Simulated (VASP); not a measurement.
# RuCl2 (P-3m1) in VASP: further runs

The runs below take RuCl2 through single point, with PBEsol.

Everything below comes from runs of VASP 6.6.1. Logs are shortened: lines on timing, memory, paths and dates and some standing lists are left out, and cuts for length are marked.

## (1) The cell of the first run

The structure is trigonal, space group P-3m1 (No. 164). The conventional cell has a = 3.550 Å, b = 3.550 Å, c = 5.726 Å, α = 90.00°, β = 90.00°, γ = 120.00°. Ru (site symmetry -3m) has 6 Cl at 2.51 Å within 3.3 Å. Within 3.3 Å of Cl (site symmetry 3m) lie 3 Ru at 2.51 Å.

## (2) Single point, PBEsol, collinear spin, antiferromagnetic start

Contents of INCAR:

```
SYSTEM = RuCl2
PREC = Accurate
ENCUT = 520
EDIFF = 1E-6
ISMEAR = 0
SIGMA = 0.05
LREAL = .False.
LASPH = .True.
NELM = 150
ALGO = Normal
ISIF = 2
LWAVE = .False.
LCHARG = .True.
ISPIN = 2
MAGMOM = 1 -1 0 0 0 0
LORBIT = 11
LMAXMIX = 4
GGA = PS
LELF = .True.
LVHAR = .True.
NBANDS = 41
```

Contents of KPOINTS:

```
Automatic mesh
0
Gamma
  6 6 2
  0 0 0
```

Contents of POSCAR:

```
RuCl2
1.0
    3.5496909800      0.0000000000      0.0000000000
   -1.7748454900      3.0741225600      0.0000000000
    0.0000000000      0.0000000000     11.4527765400
Ru Cl
2 4
Direct
    0.0000000000      0.0000000000      0.0000000000
    0.0000000000      0.0000000000      0.5000000000
    0.3333333333      0.6666666667      0.1260000000
    0.3333333333      0.6666666667      0.6260000000
    0.6666666667      0.3333333333      0.3740000000
    0.6666666667      0.3333333333      0.8740000000
```

Potentials or basis: VASP PAW PBE potentials, release 64 (Ru_pv, Cl).

On the command line:

```
cat potpaw_PBE.64/Ru_pv/POTCAR potpaw_PBE.64/Cl/POTCAR > POTCAR
mpirun -np 1 vasp_std > vasp.out
```

OUTCAR:

```text
SYSTEM = RuCl2
   PREC = Accurate
   ENCUT = 520
   EDIFF = 1E-6
   ISMEAR = 0
   LREAL = .False.
   LASPH = .True.
   NELM = 150
   ISIF = 2
   ISPIN = 2
   LORBIT = 11
   GGA = PS

 ion  position               nearest neighbor table
   1  0.000  0.000  0.000-   3 2.51   6 2.51   6 2.51   3 2.51   6 2.51   3 2.51
   2  0.000  0.000  0.500-   4 2.51   5 2.51   5 2.51   4 2.51   5 2.51   4 2.51
   3  0.333  0.667  0.126-   1 2.51   1 2.51   1 2.51
   4  0.333  0.667  0.626-   2 2.51   2 2.51   2 2.51
   5  0.667  0.333  0.374-   2 2.51   2 2.51   2 2.51
   6  0.667  0.333  0.874-   1 2.51   1 2.51   1 2.51

  LATTYP: Found a hexagonal cell.
 ALAT       =     3.5496909800
 C/A-ratio  =     3.2264150892

  Lattice vectors:

 A1 = (   3.5496909800,   0.0000000000,   0.0000000000)
 A2 = (  -1.7748454900,   3.0741225600,   0.0000000000)
 A3 = (   0.0000000000,   0.0000000000,  11.4527765400)

Analysis of symmetry for initial positions (statically):
=====================================================================
 Subroutine PRICEL returns following result:

  LATTYP: Found a hexagonal cell.
 ALAT       =     3.5496909800
 C/A-ratio  =     1.6132075446

  Lattice vectors:

 A1 = (   3.5496909800,   0.0000000000,   0.0000000000)
 A2 = (  -1.7748454900,   3.0741225600,   0.0000000000)
 A3 = (   0.0000000000,   0.0000000000,   5.7263882700)

   2 primitive cells build up your supercell.

 Routine SETGRP: Setting up the symmetry group for a
 hexagonal supercell.

 Subroutine GETGRP returns: Found 12 space group operations
 (whereof 12 operations were pure point group operations)
 out of a pool of 24 trial point group operations.

The static configuration has the point symmetry D_3d.

Analysis of symmetry for dynamics (positions and initial velocities):
=====================================================================
 Subroutine PRICEL returns following result:

  LATTYP: Found a hexagonal cell.
 ALAT       =     3.5496909800
 C/A-ratio  =     1.6132075446

  Lattice vectors:

 A1 = (   3.5496909800,   0.0000000000,   0.0000000000)
 A2 = (  -1.7748454900,   3.0741225600,   0.0000000000)
 A3 = (   0.0000000000,   0.0000000000,   5.7263882700)

   2 primitive cells build up your supercell.

 Routine SETGRP: Setting up the symmetry group for a
 hexagonal supercell.

 Subroutine GETGRP returns: Found 12 space group operations
 (whereof 12 operations were pure point group operations)
 out of a pool of 24 trial point group operations.

The dynamic configuration has the point symmetry D_3d.

Analysis of structural, dynamic, and magnetic symmetry:
=====================================================================
 Subroutine PRICEL returns following result:

  LATTYP: Found a hexagonal cell.
 ALAT       =     3.5496909800
 C/A-ratio  =     1.6132075446

  Lattice vectors:

 A1 = (   3.5496909800,   0.0000000000,   0.0000000000)
 A2 = (  -1.7748454900,   3.0741225600,   0.0000000000)
 A3 = (   0.0000000000,   0.0000000000,   5.7263882700)

   2 primitive cells build up your supercell.

 Routine SETGRP: Setting up the symmetry group for a
 hexagonal supercell.

 Subroutine GETGRP returns: Found 12 space group operations
 (whereof 12 operations were pure point group operations)
 out of a pool of 24 trial point group operations.

The overall configuration has the point symmetry D_3d.

 Subroutine INISYM returns: Found 12 space group operations
 (whereof 12 operations are pure point group operations),
 and found     2 'primitive' translations

----------------------------------------------------------------------------------------

                                     Primitive cell

  volume of cell :      62.4874

  direct lattice vectors                    reciprocal lattice vectors
     3.549690980  0.000000000  0.000000000     0.281714664  0.162648037  0.000000000
    -1.774845490  3.074122560  0.000000000     0.000000000  0.325296074  0.000000000
     0.000000000  0.000000000  5.726388270     0.000000000  0.000000000  0.174630143

  length of vectors
     3.549690980  3.549690976  5.726388270     0.325296074  0.325296074  0.174630143

  position of ions in fractional coordinates (direct lattice)
     0.000000000  0.000000000  0.000000000
     0.333333333  0.666666667  0.252000000
     0.666666667  0.333333333  0.748000000

  ion indices of the primitive-cell ions
   primitive index   ion index
                 1           1
                 2           3
                 3           6

----------------------------------------------------------------------------------------

 KPOINTS: Automatic mesh

Automatic generation of k-mesh.
 Grid dimensions read from file:
 generate k-points for:    6    6    2

 Generating k-lattice:

  Cartesian coordinates                     Fractional coordinates (reciprocal lattice)
     0.046952444  0.027108006  0.000000000     0.166666667 -0.000000000  0.000000000
     0.000000000  0.054216012  0.000000000     0.000000000  0.166666667  0.000000000
     0.000000000  0.000000000  0.043657536     0.000000000  0.000000000  0.500000000

  Length of vectors
     0.054216012  0.054216012  0.043657536

  Shift w.r.t. Gamma in fractional coordinates (k-lattice)
     0.000000000  0.000000000  0.000000000

 Subroutine IBZKPT returns following result:
 ===========================================

 Found     14 irreducible k-points:

 Following reciprocal coordinates:
            Coordinates               Weight
  0.000000  0.000000  0.000000      1.000000
  0.166667 -0.000000  0.000000      6.000000
  0.333333  0.000000  0.000000      6.000000
  0.500000  0.000000  0.000000      3.000000
  0.166667  0.166667  0.000000      6.000000
  0.333333  0.166667  0.000000     12.000000
  0.333333  0.333333  0.000000      2.000000
  0.000000  0.000000  0.500000      1.000000
  0.166667 -0.000000  0.500000      6.000000
  0.333333  0.000000  0.500000      6.000000
  0.500000  0.000000  0.500000      3.000000
  0.166667  0.166667  0.500000      6.000000
  0.333333  0.166667  0.500000     12.000000
  0.333333  0.333333  0.500000      2.000000
   k-points           NKPTS =     14   k-points in BZ     NKDIM =     14   number of bands    NBANDS=     41
   number of dos      NEDOS =    301   number of ions     NIONS =      6
   total plane-waves  NPLWV =  70560
   dimension x,y,z NGX =    28 NGY =   28 NGZ =   90
   dimension x,y,z NGXF=    56 NGYF=   56 NGZF=  180
   ions per type =               2   4
   NGX,Y,Z   is equivalent  to a cutoff of  13.11, 13.11, 13.06 a.u.
   NGXF,Y,Z  is equivalent  to a cutoff of  26.23, 26.23, 26.13 a.u.
 SYSTEM =  RuCl2
   PREC   = accura    normal or accurate (medium, high low for compatibility)
   ISTART =      0    job   : 0-new  1-cont  2-samecut
   ICHARG =      2    charge: 1-file 2-atom 10-const
   ISPIN  =      2    spin polarized calculation?
   LNONCOLLINEAR =      F non collinear calculations
   LSORBIT =      F    spin-orbit coupling
   LASPH  =      T    aspherical Exc in radial PAW
   ENCUT  =  520.0 eV  38.22 Ry    6.18 a.u.   6.60  6.60 21.29*2*pi/ulx,y,z
   NELM   =    150;   NELMIN=  2; NELMDL= -5     # of ELM steps
   EDIFF  = 0.1E-05   stopping-criterion for ELM
   LREAL  =      F    real-space projection
   EDIFFG = 0.1E-04   stopping-criterion for IOM
   NSW    =      0    number of steps for IOM
   IBRION =     -1    ionic relax: 0-MD 1-quasi-New 2-CG
   NFREE  =      0    steps in history (QN), initial steepest desc. (CG)
   ISIF   =      2    stress and relaxation
   ISYM   =      2    0-nonsym 1-usesym 2-fastsym
   POTIM  = 0.5000    time-step for ionic-motion
   TEBEG  =    0.0;   TEEND  =   0.0 temperature during run
   PSTRESS=    0.0 pullay stress
   NELECT =      56.0000    total number of electrons
   NUPDOWN=      -1.0000    fix difference up-down
   EMIN   =  10.00;   EMAX   =-10.00  energy-range for DOS
   EFERMI =   0.00;   METHOD = LEGACY
   ISMEAR =     0;   SIGMA  =   0.05  broadening in eV -4-tet -1-fermi 0-gaus
   EFERMI_NEDOS =   21; number of points for ismear=-14 and -15
   IALGO  =     38    algorithm
   IMIX   =      4    mixing-type and parameters
     AMIX     =   0.40;   BMIX     =  1.00
     AMIX_MAG =   1.60;   BMIX_MAG =  1.00
  volume/ion in A,a.u.               =      20.83       140.56
  Fermi-wavevector in a.u.,A,eV,Ry     =   1.252747  2.367348 21.352640  1.569375
  Thomas-Fermi vector in A             =   2.386633
   LORBIT       =     11    0 simple, 1 ext, 2 COOP (PROOUT), +10 PAW based schemes
   GGA     = PS    functional components
   LHFCALC =     F    Hartree Fock is set to
   AEXX    =    0.0000 exact exchange contribution
   IVDW    =     0    specifies the selected vdW correction
   LEPSILON=     F    determine dielectric tensor
   LRPA    =     F    only Hartree local field effects (RPA)
 spin polarized calculation
 Gauss-broadening in eV      SIGMA  =   0.05
  energy-cutoff  :      520.00
  volume of cell :      124.97
 maximum number of plane-waves:      3426
 NGX is ok and might be reduce to    28
   NGX = 13   NGY = 13   NGZ = 43

 number of electron      56.0000013 magnetization       0.0000000

 number of electron      56.0000013 magnetization      -0.0000000

 Free energy of the ion-electron system (eV)
  ---------------------------------------------------
  ext. energy  EPLUGINS =         0.00000000
  ---------------------------------------------------
  free energy    TOTEN  =       -29.00378689 eV

  energy without entropy =      -29.00378689  energy(sigma->0) =      -29.00378689

 E-fermi :   5.2665     XC(G=0): -10.0780

 val. band max:        5.0480432166   @ k =   0.5000   0.0000   0.0000
 cond. band min:       5.6231382958   @ k =   0.1667  -0.0000   0.0000
 fundamental gap:      0.5750950792
 Fermi energy:         5.2665483250

 spin component 1

 k-point     1 :       0.0000    0.0000    0.0000
  band No.  band energies     occupation
      1     -37.1867      1.00000
      2     -37.1867      1.00000
      3     -37.0487      1.00000
      4     -37.0487      1.00000
      5     -37.0487      1.00000
      6     -37.0487      1.00000
[... 32 lines left out ...]
     39      13.9379      0.00000
[... 558 lines left out ...]
     39      12.8708      0.00000
     40      12.8708      0.00000
 Fermi energy:         5.2665483250

 spin component 2

 k-point     1 :       0.0000    0.0000    0.0000
  band No.  band energies     occupation
      1     -37.1867      1.00000
      2     -37.1867      1.00000
      3     -37.0487      1.00000
      4     -37.0487      1.00000
      5     -37.0487      1.00000
      6     -37.0487      1.00000
[... 32 lines left out ...]
     39      13.9379      0.00000
[... 558 lines left out ...]
     39      12.8708      0.00000
     40      12.8708      0.00000
 [bands above 40 left out]

------------------------ aborting loop because EDIFF is reached ----------------------------------------

  FORCE on cell =-STRESS in cart. coord.  units (eV):
  Direction    XX          YY          ZZ          XY          YZ          ZX
  --------------------------------------------------------------------------------------
  -------------------------------------------------------------------------------------
  Total       -6.9442341     -6.9442340    -10.5952081     -0.0000000     -0.0000000      0.0000000
  in kB      -89.0250898    -89.0250896   -135.8305817     -0.0000000     -0.0000000      0.0000000
  external PRESSURE =    -104.6269204 kB  Pullay stress =       0.0000000 kB

 VOLUME and BASIS-vectors are now :
 -----------------------------------------------------------------------------
  energy-cutoff  :      520.00
  volume of cell :      124.97
      direct lattice vectors                 reciprocal lattice vectors
     3.549690980  0.000000000  0.000000000     0.281714664  0.162648037  0.000000000
    -1.774845490  3.074122560  0.000000000     0.000000000  0.325296074  0.000000000
     0.000000000  0.000000000 11.452776540     0.000000000  0.000000000  0.087315071

 POSITION                                       TOTAL-FORCE (eV/Angst)
 -----------------------------------------------------------------------------------
      0.00000      0.00000      0.00000         0.000000      0.000000      0.000000
      0.00000      0.00000      5.72639         0.000000      0.000000      0.000000
     -0.00000      2.04942      1.44305        -0.000000      0.000000     -1.969365
     -0.00000      2.04942      7.16944        -0.000000      0.000000     -1.969365
      1.77485      1.02471      4.28334         0.000000     -0.000000      1.969365
      1.77485      1.02471     10.00973         0.000000     -0.000000      1.969365
 -----------------------------------------------------------------------------------
    total drift:                               -0.000000     -0.000000      0.000000

  FREE ENERGIE OF THE ION-ELECTRON SYSTEM (eV)
  ---------------------------------------------------
  free  energy   TOTEN  =       -29.0037868903 eV

  energy  without entropy=      -29.0037868903  energy(sigma->0) =      -29.00378689

 total charge

# of ion       s       p       d       tot
------------------------------------------
    1        0.210   6.134   6.029  12.374
    2        0.210   6.134   6.029  12.374
    3        1.590   3.410   0.000   5.000
    4        1.590   3.410   0.000   5.000
    5        1.590   3.410   0.000   5.000
    6        1.590   3.410   0.000   5.000
--------------------------------------------------
tot          6.778  25.909  12.059  44.746

 magnetization (x)

# of ion       s       p       d       tot
------------------------------------------
    1       -0.000  -0.000  -0.000  -0.000
    2        0.000   0.000   0.000   0.000
    3       -0.000   0.000   0.000   0.000
    4        0.000  -0.000   0.000  -0.000
    5        0.000  -0.000   0.000  -0.000
    6       -0.000   0.000   0.000   0.000
--------------------------------------------------
tot          0.000   0.000   0.000   0.000
```

It took 2.9 min on 1 thread of Intel Xeon Platinum 8375C at 2.90GHz (Ice Lake), shared host; peak memory 0.35 GiB.

Results:

```
Free energy                                           : -29.0038 eV
Pressure                                              : -10.5 GPa
Largest force                                         : 1.969 eV/Å
Band gap on the k mesh                                : 0.58 eV
Net moment                                            : 0.00 μB per cell
Valence electrons inside the program's atomic spheres : Ru 12.37; Cl 5.00
```

Forces in eV/Å, atoms in the order of the input:
```
Ru   0.000  0.000  0.000
Ru   0.000  0.000  0.000
Cl   0.000  0.000 -1.969
Cl   0.000  0.000 -1.969
Cl   0.000  0.000  1.969
Cl   0.000  0.000  1.969
```

Stress tensor (GPa, compression positive):
```
 -8.90   0.00   0.00
  0.00  -8.90   0.00
  0.00   0.00 -13.58
```

Caveat: the cell stands under tension; the PAW data sets were made with another functional, which shifts forces and pressure a little. A k mesh can miss the band edges.

## (3) Single point, PBEsol, collinear spin, ferrimagnetic start

Contents of INCAR:

```
PREC = Accurate
ENCUT = 520
EDIFF = 1E-6
ISMEAR = 0
SIGMA = 0.05
LREAL = False
LASPH = True
NELM = 150
ALGO = Normal
ISIF = 2
LWAVE = False
LCHARG = False
ISPIN = 2
MAGMOM = 1 -0.5 0 0 0 0
LORBIT = 11
LMAXMIX = 4
GGA = PS
NBANDS = 41
```

Contents of KPOINTS:

```
regular mesh
0
Gamma
  6 6 2
```

POSCAR is that of step 2.

Potentials or basis: VASP PAW PBE potentials, release 64 (Ru_pv, Cl).

On the command line:

```
cat potpaw_PBE.64/Ru_pv/POTCAR potpaw_PBE.64/Cl/POTCAR > POTCAR
mpirun -np 1 vasp_std > vasp.out
```

It took 2.3 min on 1 thread of Intel Xeon Platinum 8375C at 2.90GHz (Ice Lake), shared host; peak memory 0.34 GiB.

The run converged. Its results:

```
Free energy                                           : -29.0038 eV
Pressure                                              : -10.5 GPa
Largest force                                         : 1.969 eV/Å
Band gap on the k mesh                                : 0.58 eV
Net moment                                            : 0.00 μB per cell
Valence electrons inside the program's atomic spheres : Ru 12.37; Cl 5.00
```

Forces in eV/Å, atoms in the order of the input:
```
Ru   0.000  0.000  0.000
Ru   0.000  0.000  0.000
Cl   0.000  0.000 -1.969
Cl   0.000  0.000 -1.969
Cl   0.000  0.000  1.969
Cl   0.000  0.000  1.969
```

Stress tensor (GPa, compression positive):
```
 -8.90   0.00   0.00
  0.00  -8.90   0.00
  0.00   0.00 -13.58
```

Levels at points of the mesh, in eV from the valence-band top:
Spin up:
| k point | band 26 | band 27 | band 28 | band 29 | band 30 | band 31 |
| --- | --- | --- | --- | --- | --- | --- |
| (0.00, 0.00, 0.00) | -1.15 | -0.84 | -0.68 | 0.84 | 0.84 | 1.03 |
| (0.50, 0.00, 0.00) | -0.20 | -0.02 | 0.00 | 0.95 | 1.21 | 1.37 |
| (0.00, 0.00, 0.50) | -1.15 | -0.74 | -0.74 | 0.94 | 0.94 | 0.94 |
| (0.50, 0.00, 0.50) | -0.20 | -0.01 | -0.01 | 1.08 | 1.08 | 1.46 |
Spin down:
| k point | band 25 | band 26 | band 27 | band 28 | band 29 | band 30 | band 31 | band 32 |
| --- | --- | --- | --- | --- | --- | --- | --- | --- |
| (0.00, 0.00, 0.00) | -1.15 | -1.15 | -0.84 | -0.68 | 0.84 | 0.84 | 1.03 | 1.03 |
| (0.50, 0.00, 0.00) | -0.20 | -0.20 | -0.02 | 0.00 | 0.95 | 1.21 | 1.37 | 1.52 |
| (0.00, 0.00, 0.50) | -1.15 | -1.15 | -0.74 | -0.74 | 0.94 | 0.94 | 0.94 | 0.94 |
| (0.50, 0.00, 0.50) | -0.20 | -0.20 | -0.01 | -0.01 | 1.08 | 1.08 | 1.46 | 1.46 |

Caveat: the cell stands under tension; the PAW data sets were made with another functional, which shifts forces and pressure a little.
